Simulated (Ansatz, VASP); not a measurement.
# Two plane-wave programs on Rh

```
Rh
1.0
     0.00000    1.90081    1.90081
     1.90081    0.00000    1.90081
     1.90081    1.90081    0.00000
Rh
1
Direct
  0.00000 0.00000 0.00000
```

Alike in both runs: functional r2SCAN; k mesh 14 × 14 × 14; occupations fermi-dirac, width 0.1 eV; no spin polarisation.

Ansatz relaxed the structure, and its values are those at the end. VASP's run is a single point on that final structure, the one shown.

|  | VASP | Ansatz |
| --- | --- | --- |
| version | VASP 6.6.1 | Ansatz 0.2.0 |
| potentials or method | VASP PAW PBE potentials, release 64 (Rh_sv_GW), cutoff 680 eV | plane waves (500 eV) with PAW, scalar-relativistic |
| valence electrons in the cell | 17 | 17 |

VASP gave:

| Quantity | Value |
| --- | --- |
| pressure (GPa) | 0.1 |

Q: Which values does Ansatz return?

A: Pressure (GPa): 0.0.

VASP's potentials were made for PBE, not for r2SCAN.
